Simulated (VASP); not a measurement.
# TaN (NiAs type) (P6_3/mmc) in VASP: notebook

TaN (NiAs type) is run at these levels: PBE; tasks: relaxation of shape and atoms at fixed volume, relaxation of cell and atoms.

Program: VASP 6.6.1. These are calculated values, not measurements. Logs are shortened: lines on timing, memory, paths and dates and some standing lists are left out, and cuts for length are marked.

## Step 1: The cell of the first run

The structure is hexagonal, space group P6_3/mmc (No. 194). The conventional cell has a = 2.858 Å, b = 2.858 Å, c = 5.795 Å, α = 90.00°, β = 90.00°, γ = 120.00°. Within 2.9 Å of Ta (site symmetry -3m) lie 6 N at 2.20 Å and 8 Ta at 2.86 to 2.90 Å. Within 2.9 Å of N (site symmetry -6m2) lie 6 Ta at 2.20 Å and 6 N at 2.86 Å.

## Step 2: Relaxation of shape and atoms at fixed volume, PBE

Input file INCAR:

```
SYSTEM = TaN
ALGO = Normal
EDIFF = 1E-7
EDIFFG = -0.005
ENCUT = 600
GGA = PE
IBRION = 2
ISIF = 4
ISMEAR = -1
LASPH = .TRUE.
LCHARG = .FALSE.
LREAL = .FALSE.
LWAVE = .FALSE.
NELM = 80
NSW = 50
PREC = Accurate
SIGMA = 0.08
```

Input file KPOINTS:

```
k-points
0
G
  11 11 6
  0 0 0
```

Input file POSCAR:

```
TaN
1.0
    2.8577763163      0.0000000000      0.0000000000
   -1.4288881581      2.4749068882      0.0000000000
    0.0000000000      0.0000000000      5.7948151465
Ta N
2 2
Direct
    0.0000000000      0.0000000000      0.0000000000
    0.0000000000      0.0000000000      0.5000000000
    0.3333333333      0.6666666667      0.2500000000
    0.6666666667      0.3333333333      0.7500000000
```

Potentials or basis: VASP PAW PBE potentials, release 64 (Ta_pv, N).

Run with:

```console
$ cat potpaw_PBE.64/Ta_pv/POTCAR potpaw_PBE.64/N/POTCAR > POTCAR
$ mpirun -np 1 vasp_std > vasp.out
```

OUTCAR:

```text
SYSTEM = TaN
   EDIFF = 1E-7
   EDIFFG = -0.005
   ENCUT = 600
   GGA = PE
   IBRION = 2
   ISIF = 4
   ISMEAR = -1
   LASPH = .TRUE.
   LREAL = .FALSE.
   NELM = 80
   NSW = 50
   PREC = Accurate

 ion  position               nearest neighbor table
   1  0.000  0.000  0.000-   3 2.20   4 2.20   3 2.20   4 2.20   4 2.20   3 2.20   2 2.90   2 2.90

   2  0.000  0.000  0.500-   3 2.20   4 2.20   3 2.20   4 2.20   4 2.20   3 2.20   1 2.90   1 2.90

   3  0.333  0.667  0.250-   1 2.20   2 2.20   1 2.20   2 2.20   1 2.20   2 2.20
   4  0.667  0.333  0.750-   1 2.20   2 2.20   1 2.20   2 2.20   1 2.20   2 2.20

  LATTYP: Found a hexagonal cell.
 ALAT       =     2.8577763163
 C/A-ratio  =     2.0277357306

  Lattice vectors:

 A1 = (   2.8577763163,   0.0000000000,   0.0000000000)
 A2 = (  -1.4288881581,   2.4749068882,   0.0000000000)
 A3 = (   0.0000000000,   0.0000000000,   5.7948151465)

Analysis of symmetry for initial positions (statically):
=====================================================================
 Subroutine PRICEL returns:
 Original cell was already a primitive cell.

 Routine SETGRP: Setting up the symmetry group for a
 hexagonal supercell.

 Subroutine GETGRP returns: Found 24 space group operations
 (whereof 12 operations were pure point group operations)
 out of a pool of 24 trial point group operations.

The static configuration has the point symmetry D_3d.
 The point group associated with its full space group is D_6h.

Analysis of symmetry for dynamics (positions and initial velocities):
=====================================================================
 Subroutine PRICEL returns:
 Original cell was already a primitive cell.

 Routine SETGRP: Setting up the symmetry group for a
 hexagonal supercell.

 Subroutine GETGRP returns: Found 24 space group operations
 (whereof 12 operations were pure point group operations)
 out of a pool of 24 trial point group operations.

The dynamic configuration has the point symmetry D_3d.
 The point group associated with its full space group is D_6h.

 Subroutine INISYM returns: Found 24 space group operations
 (whereof 12 operations are pure point group operations),
 and found     1 'primitive' translations

----------------------------------------------------------------------------------------

                                     Primitive cell

  volume of cell :      40.9852

  direct lattice vectors                    reciprocal lattice vectors
     2.857776316  0.000000000  0.000000000     0.349922418  0.202027802  0.000000000
    -1.428888158  2.474906888  0.000000000     0.000000000  0.404055605  0.000000000
     0.000000000  0.000000000  5.794815147     0.000000000  0.000000000  0.172568059

  length of vectors
     2.857776316  2.857776316  5.794815147     0.404055605  0.404055605  0.172568059

  position of ions in fractional coordinates (direct lattice)
     0.000000000  0.000000000  0.000000000
     0.000000000  0.000000000  0.500000000
     0.333333333  0.666666667  0.250000000
     0.666666667  0.333333333  0.750000000

  ion indices of the primitive-cell ions
   primitive index   ion index
                 1           1
                 2           2
                 3           3
                 4           4

----------------------------------------------------------------------------------------

 KPOINTS: k-points

Automatic generation of k-mesh.
 Grid dimensions read from file:
 generate k-points for:   11   11    6

 Generating k-lattice:

  Cartesian coordinates                     Fractional coordinates (reciprocal lattice)
     0.031811129  0.018366164  0.000000000     0.090909091  0.000000000  0.000000000
     0.000000000  0.036732328  0.000000000     0.000000000  0.090909091  0.000000000
     0.000000000  0.000000000  0.028761343     0.000000000  0.000000000  0.166666667

  Length of vectors
     0.036732328  0.036732328  0.028761343

  Shift w.r.t. Gamma in fractional coordinates (k-lattice)
     0.000000000  0.000000000  0.000000000

 Subroutine IBZKPT returns following result:
 ===========================================

 Found     64 irreducible k-points:

 Following reciprocal coordinates:
            Coordinates               Weight
  0.000000  0.000000  0.000000      1.000000
  0.090909  0.000000  0.000000      6.000000
  0.181818  0.000000  0.000000      6.000000
  0.272727  0.000000  0.000000      6.000000
  0.363636  0.000000  0.000000      6.000000
  0.454545  0.000000  0.000000      6.000000
[... 16 lines left out ...]
  0.090909  0.090909  0.166667     12.000000
  0.181818  0.090909  0.166667     24.000000
 [... further k-points ...]
   k-points           NKPTS =     64   k-points in BZ     NKDIM =     64   number of bands    NBANDS=     20
   number of dos      NEDOS =    301   number of ions     NIONS =      4
   total plane-waves  NPLWV =  27648
   dimension x,y,z NGX =    24 NGY =   24 NGZ =   48
   dimension x,y,z NGXF=    48 NGYF=   48 NGZF=   96
   ions per type =               2   2
   NGX,Y,Z   is equivalent  to a cutoff of  13.96, 13.96, 13.77 a.u.
   NGXF,Y,Z  is equivalent  to a cutoff of  27.92, 27.92, 27.54 a.u.
 SYSTEM =  TaN
   PREC   = accura    normal or accurate (medium, high low for compatibility)
   ISTART =      0    job   : 0-new  1-cont  2-samecut
   ICHARG =      2    charge: 1-file 2-atom 10-const
   ISPIN  =      1    spin polarized calculation?
   LNONCOLLINEAR =      F non collinear calculations
   LSORBIT =      F    spin-orbit coupling
   LASPH  =      T    aspherical Exc in radial PAW
   ENCUT  =  600.0 eV  44.10 Ry    6.64 a.u.   5.71  5.71 11.57*2*pi/ulx,y,z
   NELM   =     80;   NELMIN=  2; NELMDL= -5     # of ELM steps
   EDIFF  = 0.1E-06   stopping-criterion for ELM
   LREAL  =      F    real-space projection
   EDIFFG = -.5E-02   stopping-criterion for IOM
   NSW    =     50    number of steps for IOM
   IBRION =      2    ionic relax: 0-MD 1-quasi-New 2-CG
   NFREE  =      1    steps in history (QN), initial steepest desc. (CG)
   ISIF   =      4    stress and relaxation
   ISYM   =      2    0-nonsym 1-usesym 2-fastsym
   POTIM  = 0.5000    time-step for ionic-motion
   TEBEG  =    0.0;   TEEND  =   0.0 temperature during run
   PSTRESS=    0.0 pullay stress
   NELECT =      32.0000    total number of electrons
   NUPDOWN=      -1.0000    fix difference up-down
   EMIN   =  10.00;   EMAX   =-10.00  energy-range for DOS
   EFERMI =   0.00;   METHOD = LEGACY
   ISMEAR =    -1;   SIGMA  =   0.08  broadening in eV -4-tet -1-fermi 0-gaus
   EFERMI_NEDOS =   21; number of points for ismear=-14 and -15
   IALGO  =     38    algorithm
   IMIX   =      4    mixing-type and parameters
     AMIX     =   0.40;   BMIX     =  1.00
     AMIX_MAG =   1.60;   BMIX_MAG =  1.00
  volume/ion in A,a.u.               =      10.25        69.15
  Fermi-wavevector in a.u.,A,eV,Ry     =   1.507472  2.848709 30.918857  2.272472
  Thomas-Fermi vector in A             =   2.618054
   LORBIT       =      0    0 simple, 1 ext, 2 COOP (PROOUT), +10 PAW based schemes
   GGA     = PE    functional components
   LHFCALC =     F    Hartree Fock is set to
   AEXX    =    0.0000 exact exchange contribution
   IVDW    =     0    specifies the selected vdW correction
   LEPSILON=     F    determine dielectric tensor
   LRPA    =     F    only Hartree local field effects (RPA)
 conjugate gradient relaxation of ions
 non-spin polarized calculation
  energy-cutoff  :      600.00
  volume of cell :       40.99
 maximum number of plane-waves:      1380
 NGX is ok and might be reduce to    24
   NGX = 11   NGY = 11   NGZ = 23

--------------------------------------- Ionic step        1  -------------------------------------------

 number of electron      31.9999995 magnetization

 Free energy of the ion-electron system (eV)
  ---------------------------------------------------
  ext. energy  EPLUGINS =         0.00000000
  ---------------------------------------------------
  free energy    TOTEN  =       -43.84038734 eV

  energy without entropy =      -43.81749768  energy(sigma->0) =      -43.82894251

------------------------ aborting loop because EDIFF is reached ----------------------------------------

  FORCE on cell =-STRESS in cart. coord.  units (eV):
  Direction    XX          YY          ZZ          XY          YZ          ZX
  --------------------------------------------------------------------------------------
  -------------------------------------------------------------------------------------
  Total        5.8637370      5.8637370      6.7671625      0.0000000     -0.0000000      0.0000000
  in kB      229.2231005    229.2231005    264.5394849      0.0000000     -0.0000000      0.0000000
  external PRESSURE =     240.9952286 kB  Pullay stress =       0.0000000 kB
[... 61 lines left out ...]
  energy  without entropy=      -43.8183976624  energy(sigma->0) =      -43.82920827

--------------------------------------- Ionic step        3  -------------------------------------------

 number of electron      31.9999996 magnetization

 Free energy of the ion-electron system (eV)
  ---------------------------------------------------
  ext. energy  EPLUGINS =         0.00000000
  ---------------------------------------------------
  free energy    TOTEN  =       -43.84194360 eV

  energy without entropy =      -43.81967411  energy(sigma->0) =      -43.83080885

 E-fermi :   8.8104     XC(G=0): -13.6291

 val. band max:        8.7888311363   @ k =   0.0909   0.0000   0.1667
 cond. band min:       8.8585089989   @ k =   0.0909   0.0000   0.0000
 fundamental gap:      0.0696778626
 Fermi energy:         8.8104485486

 k-point     1 :       0.0000    0.0000    0.0000
  band No.  band energies     occupation
      1     -26.8348      2.00000
      2     -25.9213      2.00000
      3     -25.5981      2.00000
      4     -25.5981      2.00000
      5     -25.5242      2.00000
      6     -25.5242      2.00000
[... 12 lines left out ...]
     19       9.4178      0.00101
[... 513 lines left out ...]
      4     -25.8864      2.00000
      5     -25.7641      2.00000
      6     -25.6900      2.00000
[... 12 lines left out ...]
     19      11.3750      0.00000
     20      11.8358      0.00000

 [... further k-points ...]

------------------------ aborting loop because EDIFF is reached ----------------------------------------

  FORCE on cell =-STRESS in cart. coord.  units (eV):
  Direction    XX          YY          ZZ          XY          YZ          ZX
  --------------------------------------------------------------------------------------
  -------------------------------------------------------------------------------------
  Total        6.1124147      6.1124147      6.1118540      0.0000000      0.0000000      0.0000000
  in kB      238.9443181    238.9443181    238.9224009      0.0000000      0.0000000      0.0000000
  external PRESSURE =     238.9370124 kB  Pullay stress =       0.0000000 kB
[... 19 lines left out ...]
  FREE ENERGIE OF THE ION-ELECTRON SYSTEM (eV)
  ---------------------------------------------------
  free  energy   TOTEN  =       -43.8419436024 eV

  energy  without entropy=      -43.8196741068  energy(sigma->0) =      -43.83080885

 reached required accuracy - stopping structural energy minimisation
```

Run time: 2.6 min. Hardware: 1 thread of Intel Xeon 8259CL, shared host; peak memory 0.21 GiB.

What came out:

```yaml
Free_energy: -43.8419 eV
Energy_gained_by_relaxing: 0.4 meV/atom
Ionic_steps: 3
Pressure_after_relaxing: 23.9 GPa
Band_gap_on_the_k_mesh: zero (bands 16 and 17 overlap by 1.17 eV)
```

Step by step:
| step | energy change (eV) | largest force (eV/Å) | pressure (GPa) | volume (Å³) |
| --- | --- | --- | --- | --- |
| 1 | 0.0000 | 0.0000 | 24.10 | 40.99 |
| 2 | 0.0004 | 0.0000 | 23.68 | 40.99 |
| 3 | -0.0016 | 0.0000 | 23.89 | 40.99 |

Final structure:
```yaml
crystal:
  lattice:
    - [2.85286, 0.00000, 0.00000]
    - [-1.42643, 2.47065, 0.00000]
    - [0.00000, 0.00000, 5.81481]
  atoms:
    - { symbol: Ta, position: [0.00000, 0.00000, 0.00000] }
    - { symbol: Ta, position: [0.00000, 0.00000, 0.50000] }
    - { symbol: N, position: [0.33333, 0.66667, 0.25000] }
    - { symbol: N, position: [0.66667, 0.33333, 0.75000] }
```

Levels at points of the mesh, in eV from the Fermi level:
```
           k point  band 14  band 15  band 16  band 17  band 18  band 19
(0.00, 0.00, 0.00)    -2.05    -2.05    -0.28    -0.28     0.61     0.61
(0.00, 0.00, 0.50)    -4.05    -0.77    -0.77     1.06     1.06     1.06
```

Caveat: spin-orbit coupling is left out, which moves the levels of the heavy elements.

## Step 3: Relaxation of cell and atoms, PBE

This run uses another cell than the first one, of 14.54 Å³/atom.

Input file INCAR:

```
SYSTEM = TaN
PREC = Accurate ; ENCUT = 600
EDIFF = 1E-6 ; ISMEAR = -1
SIGMA = 0.08 ; LREAL = .FALSE.
LASPH = .TRUE. ; NELM = 60
ALGO = Normal ; ISIF = 3
LWAVE = .FALSE. ; LCHARG = .FALSE.
GGA = PE ; IBRION = 2
NSW = 60 ; EDIFFG = -0.005
```

Input file KPOINTS:

```
Automatic mesh
0
G
  11 11 6
  0 0 0
```

Input file POSCAR:

```
TaN
1.0
    3.5122882138      0.0000000000      0.0000000000
   -1.7561441069      3.0417308186      0.0000000000
    0.0000000000      0.0000000000      5.4440467314
Ta N
2 2
Direct
    0.0000000000      0.0000000000      0.0000000000
    0.0000000000      0.0000000000      0.5000000000
    0.3333333333      0.6666666667      0.2500000000
    0.6666666667      0.3333333333      0.7500000000
```

Potentials or basis: VASP PAW PBE potentials, release 64 (Ta_pv, N).

Run with:

```console
$ cat potpaw_PBE.64/Ta_pv/POTCAR potpaw_PBE.64/N/POTCAR > POTCAR
$ mpirun -np 1 vasp_std > vasp.out
```

Run time: 14 min. Hardware: 1 thread of Intel Xeon 8259CL, shared host; peak memory 0.26 GiB.

It converged, with:

| Property | Result |
| --- | --- |
| Free energy | -44.0526 eV |
| Relaxed volume | 10.92 Å³/atom |
| Relaxed cell | a = 2.920 Å, b = 2.920 Å, c = 5.919 Å, α = 90.00°, β = 90.00°, γ = 120.00° |
| Space group after relaxing (to 0.1 Å) | P6_3/mmc (No. 194) |
| Pressure after relaxing | 0.0 GPa |
| Band gap on the k mesh | zero (bands 16 and 17 overlap by 1.11 eV) |

Final structure:
```cif
data_structure
_symmetry_space_group_name_H-M 'P 1'
_symmetry_Int_Tables_number 1
_cell_length_a 2.9196
_cell_length_b 2.9196
_cell_length_c 5.9190
_cell_angle_alpha 90.000
_cell_angle_beta 90.000
_cell_angle_gamma 120.000
_cell_volume 43.69
loop_
_atom_site_label
_atom_site_type_symbol
_atom_site_fract_x
_atom_site_fract_y
_atom_site_fract_z
_atom_site_occupancy
Ta1 Ta 0.00000 0.00000 0.00000 1
Ta2 Ta 0.00000 0.00000 0.50000 1
N1 N 0.33333 0.66667 0.25000 1
N2 N 0.66667 0.33333 0.75000 1
```

Levels at points of the mesh, in eV from the Fermi level:
| k point | band 14 | band 15 | band 16 | band 17 | band 18 | band 19 |
| --- | --- | --- | --- | --- | --- | --- |
| (0.00, 0.00, 0.00) | -2.00 | -2.00 | -0.25 | -0.25 | 0.54 | 0.54 |
| (0.00, 0.00, 0.50) | -3.86 | -0.68 | -0.68 | 0.96 | 0.96 | 0.96 |

Caveat: the volume moved by over 15 % at a fixed basis, so the end points are rough; spin-orbit coupling is left out, which moves the levels of the heavy elements.
